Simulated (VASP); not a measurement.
# CdF2 (Fm-3m) in VASP: a series of runs, part 2 of 2

VASP 6.6.1. Earlier steps stand in the parts before.

### 4 Relaxation of cell and atoms, PBEsol+D3(BJ)

Input file INCAR:

```
PREC = Accurate ; ENCUT = 600
EDIFF = 1E-7 ; ISMEAR = -1
SIGMA = 0.05 ; LREAL = F
LASPH = T ; NELM = 100
ALGO = Normal ; ISIF = 3
LWAVE = F ; LCHARG = F
GGA = PS ; IVDW = 12
IBRION = 2 ; NSW = 60
EDIFFG = -0.01
```

Input file KPOINTS:

```
Automatic mesh
0
Gamma
  9 9 9
```

Input file POSCAR:

```
CdF2
1.0
    0.0000000000      2.6940000000      2.6940000000
    2.6940000000      0.0000000000      2.6940000000
    2.6940000000      2.6940000000      0.0000000000
Cd F
1 2
Direct
    0.0000000000      0.0000000000      0.0000000000
    0.7500000000      0.7500000000      0.7500000000
    0.2500000000      0.2500000000      0.2500000000
```

Potentials or basis: VASP PAW PBE potentials, release 64 (Cd, F).

Run with:

```console
$ cat potpaw_PBE.64/Cd/POTCAR potpaw_PBE.64/F/POTCAR > POTCAR
$ mpirun -np 1 vasp_std > vasp.out
```

OUTCAR:

```text
PREC = Accurate
   ENCUT = 600
   EDIFF = 1E-7
   ISMEAR = -1
   LREAL = F
   LASPH = T
   NELM = 100
   ISIF = 3
   GGA = PS
   IVDW = 12
   IBRION = 2
   NSW = 60
   EDIFFG = -0.01
 IVDW          = 12

 ion  position               nearest neighbor table
   1  0.000  0.000  0.000-   2 2.33   2 2.33   2 2.33   2 2.33   3 2.33   3 2.33   3 2.33   3 2.33

   2  0.750  0.750  0.750-   1 2.33   1 2.33   1 2.33   1 2.33
   3  0.250  0.250  0.250-   1 2.33   1 2.33   1 2.33   1 2.33

  LATTYP: Found a face centered cubic cell.
 ALAT       =     5.3880000000

  Lattice vectors:

 A1 = (   0.0000000000,   2.6940000000,   2.6940000000)
 A2 = (   2.6940000000,   0.0000000000,   2.6940000000)
 A3 = (   2.6940000000,   2.6940000000,   0.0000000000)

Analysis of symmetry for initial positions (statically):
=====================================================================
 Subroutine PRICEL returns:
 Original cell was already a primitive cell.

 Routine SETGRP: Setting up the symmetry group for a
 face centered cubic supercell.

 Subroutine GETGRP returns: Found 48 space group operations
 (whereof 48 operations were pure point group operations)
 out of a pool of 48 trial point group operations.

The static configuration has the point symmetry O_h .

Analysis of symmetry for dynamics (positions and initial velocities):
=====================================================================
 Subroutine PRICEL returns:
 Original cell was already a primitive cell.

 Routine SETGRP: Setting up the symmetry group for a
 face centered cubic supercell.

 Subroutine GETGRP returns: Found 48 space group operations
 (whereof 48 operations were pure point group operations)
 out of a pool of 48 trial point group operations.

The dynamic configuration has the point symmetry O_h .

 Subroutine INISYM returns: Found 48 space group operations
 (whereof 48 operations are pure point group operations),
 and found     1 'primitive' translations

----------------------------------------------------------------------------------------

                                     Primitive cell

  volume of cell :      39.1041

  direct lattice vectors                    reciprocal lattice vectors
     0.000000000  2.694000000  2.694000000    -0.185597624  0.185597624  0.185597624
     2.694000000  0.000000000  2.694000000     0.185597624 -0.185597624  0.185597624
     2.694000000  2.694000000  0.000000000     0.185597624  0.185597624 -0.185597624

  length of vectors
     3.809891337  3.809891337  3.809891337     0.321464515  0.321464515  0.321464515

  position of ions in fractional coordinates (direct lattice)
     0.000000000  0.000000000  0.000000000
     0.750000000  0.750000000  0.750000000
     0.250000000  0.250000000  0.250000000

  ion indices of the primitive-cell ions
   primitive index   ion index
                 1           1
                 2           2
                 3           3

----------------------------------------------------------------------------------------

 KPOINTS: Automatic mesh

Automatic generation of k-mesh.
 Grid dimensions read from file:
 generate k-points for:    9    9    9

 Generating k-lattice:

  Cartesian coordinates                     Fractional coordinates (reciprocal lattice)
    -0.020621958  0.020621958  0.020621958     0.111111111  0.000000000  0.000000000
     0.020621958 -0.020621958  0.020621958     0.000000000  0.111111111  0.000000000
     0.020621958  0.020621958 -0.020621958     0.000000000  0.000000000  0.111111111

  Length of vectors
     0.035718279  0.035718279  0.035718279

  Shift w.r.t. Gamma in fractional coordinates (k-lattice)
     0.000000000  0.000000000  0.000000000

 Subroutine IBZKPT returns following result:
 ===========================================

 Found     35 irreducible k-points:

 Following reciprocal coordinates:
            Coordinates               Weight
  0.000000  0.000000  0.000000      1.000000
  0.111111  0.000000  0.000000      8.000000
  0.222222  0.000000  0.000000      8.000000
  0.333333  0.000000  0.000000      8.000000
  0.444444  0.000000  0.000000      8.000000
  0.111111  0.111111  0.000000      6.000000
[... 16 lines left out ...]
 -0.333333  0.333333  0.000000     12.000000
  0.444444  0.444444  0.000000      6.000000
 [... further k-points ...]
   k-points           NKPTS =     35   k-points in BZ     NKDIM =     35   number of bands    NBANDS=     17
   number of dos      NEDOS =    301   number of ions     NIONS =      3
   total plane-waves  NPLWV =  27000
   dimension x,y,z NGX =    30 NGY =   30 NGZ =   30
   dimension x,y,z NGXF=    60 NGYF=   60 NGZF=   60
   ions per type =               1   2
   NGX,Y,Z   is equivalent  to a cutoff of  13.09, 13.09, 13.09 a.u.
   NGXF,Y,Z  is equivalent  to a cutoff of  26.18, 26.18, 26.18 a.u.
 SYSTEM =  unknown system
   PREC   = accura    normal or accurate (medium, high low for compatibility)
   ISTART =      0    job   : 0-new  1-cont  2-samecut
   ICHARG =      2    charge: 1-file 2-atom 10-const
   ISPIN  =      1    spin polarized calculation?
   LNONCOLLINEAR =      F non collinear calculations
   LSORBIT =      F    spin-orbit coupling
   LASPH  =      T    aspherical Exc in radial PAW
   ENCUT  =  600.0 eV  44.10 Ry    6.64 a.u.   7.61  7.61  7.61*2*pi/ulx,y,z
   NELM   =    100;   NELMIN=  2; NELMDL= -5     # of ELM steps
   EDIFF  = 0.1E-06   stopping-criterion for ELM
   LREAL  =      F    real-space projection
   EDIFFG = -.1E-01   stopping-criterion for IOM
   NSW    =     60    number of steps for IOM
   IBRION =      2    ionic relax: 0-MD 1-quasi-New 2-CG
   NFREE  =      1    steps in history (QN), initial steepest desc. (CG)
   ISIF   =      3    stress and relaxation
   ISYM   =      2    0-nonsym 1-usesym 2-fastsym
   POTIM  = 0.5000    time-step for ionic-motion
   TEBEG  =    0.0;   TEEND  =   0.0 temperature during run
   PSTRESS=    0.0 pullay stress
   NELECT =      26.0000    total number of electrons
   NUPDOWN=      -1.0000    fix difference up-down
   EMIN   =  10.00;   EMAX   =-10.00  energy-range for DOS
   EFERMI =   0.00;   METHOD = LEGACY
   ISMEAR =    -1;   SIGMA  =   0.05  broadening in eV -4-tet -1-fermi 0-gaus
   EFERMI_NEDOS =   21; number of points for ismear=-14 and -15
   IALGO  =     38    algorithm
   IMIX   =      4    mixing-type and parameters
     AMIX     =   0.40;   BMIX     =  1.00
     AMIX_MAG =   1.60;   BMIX_MAG =  1.00
  volume/ion in A,a.u.               =      13.03        87.96
  Fermi-wavevector in a.u.,A,eV,Ry     =   1.428867  2.700166 27.778468  2.041660
  Thomas-Fermi vector in A             =   2.548882
   LORBIT       =      0    0 simple, 1 ext, 2 COOP (PROOUT), +10 PAW based schemes
   GGA     = PS    functional components
   LHFCALC =     F    Hartree Fock is set to
   AEXX    =    0.0000 exact exchange contribution
   IVDW    =    12    specifies the selected vdW correction
   LEPSILON=     F    determine dielectric tensor
   LRPA    =     F    only Hartree local field effects (RPA)
 conjugate gradient relaxation of ions
 non-spin polarized calculation
  energy-cutoff  :      600.00
  volume of cell :       39.10
 maximum number of plane-waves:      1324
   NGX = 15   NGY = 15   NGZ = 15

--------------------------------------- Ionic step        1  -------------------------------------------

 number of electron      25.9999977 magnetization

 Free energy of the ion-electron system (eV)
  ---------------------------------------------------
  ext. energy  EPLUGINS =         0.00000000
  ---------------------------------------------------
  free energy    TOTEN  =       -11.59689356 eV

  energy without entropy =      -11.59689356  energy(sigma->0) =      -11.59689356

------------------------ aborting loop because EDIFF is reached ----------------------------------------

 Edisp (eV)   -0.41025

 E8    (eV) :    -0.2459
[... 73 lines left out ...]
--------------------------------------- Ionic step        3  -------------------------------------------

 number of electron      25.9999980 magnetization

 Free energy of the ion-electron system (eV)
  ---------------------------------------------------
  ext. energy  EPLUGINS =         0.00000000
  ---------------------------------------------------
  free energy    TOTEN  =       -11.59378092 eV

  energy without entropy =      -11.59378092  energy(sigma->0) =      -11.59378092

 E-fermi :  -0.2250     XC(G=0): -10.7759

 val. band max:       -1.3821224124   @ k =  -0.3333   0.4444   0.2222
 cond. band min:       1.5928659321   @ k =   0.0000   0.0000   0.0000
 fundamental gap:      2.9749883445
 Fermi energy:        -0.2250476947

 k-point     1 :       0.0000    0.0000    0.0000
  band No.  band energies     occupation
      1     -22.1401      2.00000
      2     -20.9685      2.00000
      3      -7.0221      2.00000
      4      -7.0221      2.00000
      5      -7.0221      2.00000
      6      -5.7147      2.00000
[... 457 lines left out ...]
      4      -6.0600      2.00000
      5      -6.0600      2.00000
      6      -5.5943      2.00000
[... 9 lines left out ...]
     16      10.6989      0.00000
     17      12.8250      0.00000

 [... further k-points ...]

------------------------ aborting loop because EDIFF is reached ----------------------------------------

 Edisp (eV)   -0.41536

 E8    (eV) :    -0.2490
[... 26 lines left out ...]
  FREE ENERGIE OF THE ION-ELECTRON SYSTEM (eV)
  ---------------------------------------------------
  free  energy   TOTEN  =       -12.0091412088 eV

  energy  without entropy=      -12.0091412087  energy(sigma->0) =      -12.00914121

 reached required accuracy - stopping structural energy minimisation
```

OSZICAR:

```text
N       E                     dE             d eps       ncg     rms          rms(c)
DAV:   1     0.228474520244E+03    0.22847E+03   -0.17044E+04  1190   0.174E+03
DAV:   2    -0.248712064654E+01   -0.23096E+03   -0.22390E+03  1325   0.410E+02
DAV:   3    -0.129661699598E+02   -0.10479E+02   -0.10453E+02  1319   0.984E+01
[... 27 lines left out ...]
DAV:   3    -0.115938264876E+02    0.24096E-03   -0.58778E-04  1194   0.496E-01    0.108E-01
DAV:   4    -0.115937922414E+02    0.34246E-04   -0.90726E-05  1207   0.124E-01    0.730E-02
DAV:   5    -0.115937820808E+02    0.10161E-04   -0.21403E-05  1248   0.623E-02    0.909E-03
DAV:   6    -0.115937809777E+02    0.11031E-05   -0.43449E-06  1451   0.439E-02    0.170E-03
DAV:   7    -0.115937809247E+02    0.53047E-07   -0.50382E-07  1239   0.771E-03
   3 F= -.12009141E+02 E0= -.12009141E+02  d E =-.200162E-02
```

Wall time 30 s (1 thread of Intel Xeon 6975P-C (Granite Rapids), shared host); peak memory 0.19 GiB.

What came out:

```
Free energy                            : -12.0091 eV
Relaxed volume                         : 12.88 Å³/atom
Relaxed cell                           : a = 3.794 Å, b = 3.794 Å, c = 3.794 Å, α = 60.00°, β = 60.00°, γ = 60.00°
Space group after relaxing (to 0.05 Å) : Fm-3m (No. 225)
Energy gained by relaxing              : 0.7 meV/atom
Ionic steps                            : 3
Pressure after relaxing                : 0.0 GPa
Band gap on the k mesh                 : 2.98 eV, indirect (least direct gap 3.42 eV)
Dispersion energy per atom             : -0.138 eV
```

The path:
```tsv
step	energy change (eV)	largest force (eV/Å)	pressure (GPa)	volume (Å³)
1	0.0000	0.0000	-1.34	39.10
2	-0.0018	0.0000	0.42	38.49
3	-0.0020	0.0000	0.00	38.63
```

Final structure:
```
CELL_PARAMETERS angstrom
0.00000 2.68309 2.68309
2.68309 0.00000 2.68309
2.68309 2.68309 0.00000
ATOMIC_POSITIONS crystal
Cd 0.00000 0.00000 0.00000
F 0.75000 0.75000 0.75000
F 0.25000 0.25000 0.25000
```

Caveat: the PAW data sets were made with another functional, which shifts forces and pressure a little.

### 5 The runs side by side

| level | gap on the mesh (eV) | pressure (GPa) | relaxed volume (Å³/atom) |
| --- | --- | --- | --- |
| PBE+D3(BJ) | 2.97 | 0.0 | 13.52 |
| PBE+D4 | 2.97 | 0.0 | 13.52 |
| PBEsol+D3(BJ) | 2.98 | 0.0 | 12.88 |

Alike in all rows: task relaxation of cell and atoms; potentials or basis VASP PAW PBE potentials, release 64 (Cd, F); no spin polarisation; cell relaxed; k mesh 9 × 9 × 9; cutoff (eV) 600; smearing fermi-dirac 0.05 eV.

Caveats: the PAW data sets were made with another functional, which shifts forces and pressure a little (some runs).

Total energies depend on the potentials used, so only differences within one code and one set of settings carry meaning.
